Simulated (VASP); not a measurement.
# FeCuSO (P4/nmm) in VASP: single point with PBE+D3(BJ)

Aim: the single point of FeCuSO with PBE+D3(BJ).

Everything below comes from runs of VASP 6.6.1. Logs are shortened: lines on timing, memory, paths and dates and some standing lists are left out, and cuts for length are marked.

## 1. The cell of the first run

Symmetry: P4/nmm, No. 129, tetragonal system. The conventional cell has a = 3.786 Å, b = 3.786 Å, c = 8.565 Å, α = 90.00°, β = 90.00°, γ = 90.00°. Within 3.1 Å of Cu (site symmetry -4m2) lie 4 S at 2.32 Å and 4 Cu at 2.68 Å. S (site symmetry 4mm) has 4 Cu at 2.32 Å within 3.1 Å. Within 2.7 Å of Fe (site symmetry -4m2) lie 4 O at 2.00 Å and 4 Fe at 2.68 Å. O (site symmetry 4mm) has 4 Fe at 2.00 Å within 2.6 Å.

## 2. Single point, PBE+D3(BJ)

Contents of INCAR:

```
ALGO = Normal
EDIFF = 1E-6
ENCUT = 1340
GGA = PE
GGA_COMPAT = False
ISIF = 2
ISMEAR = -1
IVDW = 12
LASPH = True
LCHARG = False
LREAL = False
LWAVE = False
NBANDS = 57
NELM = 120
PREC = Accurate
SIGMA = 0.1
```

Contents of KPOINTS:

```
k-points
0
Gamma
  5 5 2
```

Contents of POSCAR:

```
FeCuSO
1.0
    3.7863880000      0.0000000000      0.0000000000
    0.0000000000      3.7863880000      0.0000000000
    0.0000000000      0.0000000000      8.5646720000
Cu S Fe O
2 2 2 2
Direct
    0.7500000000      0.2500000000      0.5000000000
    0.2500000000      0.7500000000      0.5000000000
    0.2500000000      0.2500000000      0.3442000000
    0.7500000000      0.7500000000      0.6558000000
    0.2500000000      0.7500000000      0.0000000000
    0.7500000000      0.2500000000      0.0000000000
    0.2500000000      0.2500000000      0.9256000000
    0.7500000000      0.7500000000      0.0744000000
```

Potentials or basis: VASP PAW PBE potentials, release 64 (Cu_sv_GW, S, Fe_sv, O_h).

The run is started by

```bash
cat potpaw_PBE.64/Cu_sv_GW/POTCAR potpaw_PBE.64/S/POTCAR potpaw_PBE.64/Fe_sv/POTCAR potpaw_PBE.64/O_h/POTCAR > POTCAR
mpirun -np 1 vasp_std > vasp.out
```

OUTCAR:

```text
EDIFF = 1E-6
   ENCUT = 1340
   GGA = PE
   ISIF = 2
   ISMEAR = -1
   IVDW = 12
   LASPH = True
   LREAL = False
   NELM = 120
   PREC = Accurate
 IVDW          = 12

 ion  position               nearest neighbor table
   1  0.750  0.250  0.500-   3 2.32   4 2.32   4 2.32   3 2.32
   2  0.250  0.750  0.500-   3 2.32   4 2.32   3 2.32   4 2.32
   3  0.250  0.250  0.344-   1 2.32   2 2.32   2 2.32   1 2.32
   4  0.750  0.750  0.656-   1 2.32   2 2.32   1 2.32   2 2.32
   5  0.250  0.750  0.000-   7 2.00   8 2.00   7 2.00   8 2.00
   6  0.750  0.250  0.000-   7 2.00   8 2.00   8 2.00   7 2.00
   7  0.250  0.250  0.926-   5 2.00   6 2.00   5 2.00   6 2.00
   8  0.750  0.750  0.074-   5 2.00   6 2.00   6 2.00   5 2.00

  LATTYP: Found a simple tetragonal cell.
 ALAT       =     3.7863880000
 C/A-ratio  =     2.2619636445

  Lattice vectors:

 A1 = (   3.7863880000,   0.0000000000,   0.0000000000)
 A2 = (   0.0000000000,   3.7863880000,   0.0000000000)
 A3 = (   0.0000000000,   0.0000000000,   8.5646720000)

Analysis of symmetry for initial positions (statically):
=====================================================================
 Subroutine PRICEL returns:
 Original cell was already a primitive cell.

 Routine SETGRP: Setting up the symmetry group for a
 simple tetragonal supercell.

 Subroutine GETGRP returns: Found 16 space group operations
 (whereof  4 operations were pure point group operations)
 out of a pool of 16 trial point group operations.

The static configuration has the point symmetry C_2h.
 The point group associated with its full space group is D_4h.

Analysis of symmetry for dynamics (positions and initial velocities):
=====================================================================
 Subroutine PRICEL returns:
 Original cell was already a primitive cell.

 Routine SETGRP: Setting up the symmetry group for a
 simple tetragonal supercell.

 Subroutine GETGRP returns: Found 16 space group operations
 (whereof  4 operations were pure point group operations)
 out of a pool of 16 trial point group operations.

The dynamic configuration has the point symmetry C_2h.
 The point group associated with its full space group is D_4h.

 Subroutine INISYM returns: Found 16 space group operations
 (whereof  4 operations are pure point group operations),
 and found     1 'primitive' translations

----------------------------------------------------------------------------------------

                                     Primitive cell

  volume of cell :     122.7894

  direct lattice vectors                    reciprocal lattice vectors
     3.786388000  0.000000000  0.000000000     0.264103943  0.000000000  0.000000000
     0.000000000  3.786388000  0.000000000     0.000000000  0.264103943  0.000000000
     0.000000000  0.000000000  8.564672000     0.000000000  0.000000000  0.116758704

  length of vectors
     3.786388000  3.786388000  8.564672000     0.264103943  0.264103943  0.116758704

  position of ions in fractional coordinates (direct lattice)
     0.750000000  0.250000000  0.500000000
     0.250000000  0.750000000  0.500000000
     0.250000000  0.250000000  0.344200000
     0.750000000  0.750000000  0.655800000
     0.250000000  0.750000000  0.000000000
     0.750000000  0.250000000  0.000000000
     0.250000000  0.250000000  0.925600000
     0.750000000  0.750000000  0.074400000

  ion indices of the primitive-cell ions
   primitive index   ion index
                 1           1
                 2           2
                 3           3
                 4           4
                 5           5
                 6           6
                 7           7
                 8           8

----------------------------------------------------------------------------------------

 KPOINTS: k-points

Automatic generation of k-mesh.
 Grid dimensions read from file:
 generate k-points for:    5    5    2

 Generating k-lattice:

  Cartesian coordinates                     Fractional coordinates (reciprocal lattice)
     0.052820789  0.000000000  0.000000000     0.200000000  0.000000000  0.000000000
     0.000000000  0.052820789  0.000000000     0.000000000  0.200000000  0.000000000
     0.000000000  0.000000000  0.058379352     0.000000000  0.000000000  0.500000000

  Length of vectors
     0.052820789  0.052820789  0.058379352

  Shift w.r.t. Gamma in fractional coordinates (k-lattice)
     0.000000000  0.000000000  0.000000000

 Subroutine IBZKPT returns following result:
 ===========================================

 Found     12 irreducible k-points:

 Following reciprocal coordinates:
            Coordinates               Weight
  0.000000  0.000000  0.000000      1.000000
  0.200000  0.000000  0.000000      4.000000
  0.400000  0.000000  0.000000      4.000000
  0.200000  0.200000  0.000000      4.000000
  0.400000  0.200000  0.000000      8.000000
  0.400000  0.400000  0.000000      4.000000
  0.000000  0.000000  0.500000      1.000000
  0.200000  0.000000  0.500000      4.000000
  0.400000  0.000000  0.500000      4.000000
  0.200000  0.200000  0.500000      4.000000
  0.400000  0.200000  0.500000      8.000000
  0.400000  0.400000  0.500000      4.000000
   k-points           NKPTS =     12   k-points in BZ     NKDIM =     12   number of bands    NBANDS=     57
   number of dos      NEDOS =    301   number of ions     NIONS =      8
   total plane-waves  NPLWV = 248832
   dimension x,y,z NGX =    48 NGY =   48 NGZ =  108
   dimension x,y,z NGXF=    96 NGYF=   96 NGZF=  216
   ions per type =               2   2   2   2
   NGX,Y,Z   is equivalent  to a cutoff of  21.07, 21.07, 20.96 a.u.
   NGXF,Y,Z  is equivalent  to a cutoff of  42.15, 42.15, 41.93 a.u.
 SYSTEM =  unknown system
   PREC   = accura    normal or accurate (medium, high low for compatibility)
   ISTART =      0    job   : 0-new  1-cont  2-samecut
   ICHARG =      2    charge: 1-file 2-atom 10-const
   ISPIN  =      1    spin polarized calculation?
   LNONCOLLINEAR =      F non collinear calculations
   LSORBIT =      F    spin-orbit coupling
   LASPH  =      T    aspherical Exc in radial PAW
   ENCUT  = 1340.0 eV  98.49 Ry    9.92 a.u.  11.30 11.30 25.56*2*pi/ulx,y,z
   NELM   =    120;   NELMIN=  2; NELMDL= -5     # of ELM steps
   EDIFF  = 0.1E-05   stopping-criterion for ELM
   LREAL  =      F    real-space projection
   EDIFFG = 0.1E-04   stopping-criterion for IOM
   NSW    =      0    number of steps for IOM
   IBRION =     -1    ionic relax: 0-MD 1-quasi-New 2-CG
   NFREE  =      0    steps in history (QN), initial steepest desc. (CG)
   ISIF   =      2    stress and relaxation
   ISYM   =      2    0-nonsym 1-usesym 2-fastsym
   POTIM  = 0.5000    time-step for ionic-motion
   TEBEG  =    0.0;   TEEND  =   0.0 temperature during run
   PSTRESS=    0.0 pullay stress
   NELECT =      94.0000    total number of electrons
   NUPDOWN=      -1.0000    fix difference up-down
   EMIN   =  10.00;   EMAX   =-10.00  energy-range for DOS
   EFERMI =   0.00;   METHOD = LEGACY
   ISMEAR =    -1;   SIGMA  =   0.10  broadening in eV -4-tet -1-fermi 0-gaus
   EFERMI_NEDOS =   21; number of points for ismear=-14 and -15
   IALGO  =     38    algorithm
   IMIX   =      4    mixing-type and parameters
     AMIX     =   0.40;   BMIX     =  1.00
     AMIX_MAG =   1.60;   BMIX_MAG =  1.00
  volume/ion in A,a.u.               =      15.35       103.58
  Fermi-wavevector in a.u.,A,eV,Ry     =   1.497604  2.830062 30.515407  2.242819
  Thomas-Fermi vector in A             =   2.609471
   LORBIT       =      0    0 simple, 1 ext, 2 COOP (PROOUT), +10 PAW based schemes
   GGA     = PE    functional components
   LHFCALC =     F    Hartree Fock is set to
   AEXX    =    0.0000 exact exchange contribution
   IVDW    =    12    specifies the selected vdW correction
   LEPSILON=     F    determine dielectric tensor
   LRPA    =     F    only Hartree local field effects (RPA)
 non-spin polarized calculation
  energy-cutoff  :     1340.00
  volume of cell :      122.79
 maximum number of plane-waves:     13732
 NGX is ok and might be reduce to    48
   NGX = 23   NGY = 23   NGZ = 51

 number of electron      94.0000009 magnetization

 Free energy of the ion-electron system (eV)
  ---------------------------------------------------
  ext. energy  EPLUGINS =         0.00000000
  ---------------------------------------------------
  free energy    TOTEN  =       -44.02524767 eV

  energy without entropy =      -43.60883955  energy(sigma->0) =      -43.81704361

 E-fermi :   5.0447     XC(G=0): -10.4867

 val. band max:        5.0175947349   @ k =   0.0000   0.0000   0.0000
 cond. band min:       5.0588828138   @ k =   0.4000   0.4000   0.5000
 fundamental gap:      0.0412880789
 Fermi energy:         5.0446552797

 k-point     1 :       0.0000    0.0000    0.0000
  band No.  band energies     occupation
      1    -107.4245      2.00000
      2    -107.4198      2.00000
      3     -82.0090      2.00000
      4     -81.9840      2.00000
      5     -64.8178      2.00000
      6     -64.8121      2.00000
[... 49 lines left out ...]
     56      10.0842      0.00000
     57      11.1756      0.00000

 k-point     2 :       0.2000    0.0000    0.0000
  band No.  band energies     occupation
      1    -107.4241      2.00000
      2    -107.4203      2.00000
      3     -82.0066      2.00000
      4     -81.9863      2.00000
      5     -64.8173      2.00000
      6     -64.8126      2.00000
[... 49 lines left out ...]
     56      10.4635      0.00000
     57      11.3558      0.00000

 k-point     3 :       0.4000    0.0000    0.0000
  band No.  band energies     occupation
      1    -107.4229      2.00000
      2    -107.4214      2.00000
      3     -82.0003      2.00000
      4     -81.9926      2.00000
      5     -64.8158      2.00000
      6     -64.8141      2.00000
[... 474 lines left out ...]
      1    -107.4228      2.00000
      2    -107.4216      2.00000
      3     -81.9995      2.00000
      4     -81.9933      2.00000
      5     -64.8156      2.00000
      6     -64.8142      2.00000
[... 49 lines left out ...]
     56      10.9491      0.00000
     57      11.8253      0.00000

 k-point    12 :       0.4000    0.4000    0.5000
  band No.  band energies     occupation
      1    -107.4224      2.00000
      2    -107.4219      2.00000
      3     -81.9975      2.00000
      4     -81.9952      2.00000
      5     -64.8152      2.00000
      6     -64.8147      2.00000
[... 49 lines left out ...]
     56      10.5263      0.00000
     57      11.3647      0.00000

------------------------ aborting loop because EDIFF is reached ----------------------------------------

 Edisp (eV)   -1.99446

 E8    (eV) :    -0.7809

  FORCE on cell =-STRESS in cart. coord.  units (eV):
  Direction    XX          YY          ZZ          XY          YZ          ZX
  --------------------------------------------------------------------------------------
  -------------------------------------------------------------------------------------
  Total     -10.46096   -10.46096    -4.47728     0.00000    -0.00000     0.00000
  in kB    -136.49638  -136.49638   -58.42025     0.00000    -0.00000     0.00000
  external pressure =     -110.47 kB  Pullay stress =        0.00 kB

 VOLUME and BASIS-vectors are now :
 -----------------------------------------------------------------------------
  energy-cutoff  :     1340.00
  volume of cell :      122.79
      direct lattice vectors                 reciprocal lattice vectors
     3.786388000  0.000000000  0.000000000     0.264103943  0.000000000  0.000000000
     0.000000000  3.786388000  0.000000000     0.000000000  0.264103943  0.000000000
     0.000000000  0.000000000  8.564672000     0.000000000  0.000000000  0.116758704

 POSITION                                       TOTAL-FORCE (eV/Angst)
 -----------------------------------------------------------------------------------
      2.83979      0.94660      4.28234        -0.000000      0.000000     -0.000000
      0.94660      2.83979      4.28234        -0.000000      0.000000     -0.000000
      0.94660      0.94660      2.94796        -0.000000      0.000000     -0.144985
      2.83979      2.83979      5.61671        -0.000000      0.000000      0.144985
      0.94660      2.83979      0.00000        -0.000000     -0.000000     -0.000000
      2.83979      0.94660      0.00000         0.000000      0.000000     -0.000000
      0.94660      0.94660      7.92746         0.000000      0.000000      0.820035
      2.83979      2.83979      0.63721        -0.000000      0.000000     -0.820035
 -----------------------------------------------------------------------------------
    total drift:                                0.000000     -0.000000      0.000000

  FREE ENERGIE OF THE ION-ELECTRON SYSTEM (eV)
  ---------------------------------------------------
  free  energy   TOTEN  =       -46.0197072771 eV

  energy  without entropy=      -45.6032991531  energy(sigma->0) =      -45.81150322
```

Run time: 14 min. Hardware: 1 thread of Intel Xeon Platinum 8375C at 2.90GHz (Ice Lake), shared host; peak memory 0.74 GiB.

Results:

```
Free energy                : -46.0197 eV
Pressure                   : -11.0 GPa
Largest force              : 0.820 eV/Å
Band gap on the k mesh     : zero (bands 47 and 48 overlap by 0.68 eV)
Dispersion energy per atom : -0.249 eV
```

Forces on the atoms (eV/Å):
```
Cu   0.000  0.000  0.000
Cu   0.000  0.000  0.000
S    0.000  0.000 -0.145
S    0.000  0.000  0.145
Fe   0.000  0.000  0.000
Fe   0.000  0.000  0.000
O    0.000  0.000  0.820
O    0.000  0.000 -0.820
```

Caveat: the k points lie up to 0.37 Å⁻¹ apart, too coarse for converged energies and pressures of a metal; the run has no spin polarisation, though such a crystal can be magnetic; semilocal functionals often make such compounds metallic where correlation or magnetic order opens a gap, which also shifts bond lengths.

The gap in the log of VASP goes by the Fermi energy; the results here count the filled bands.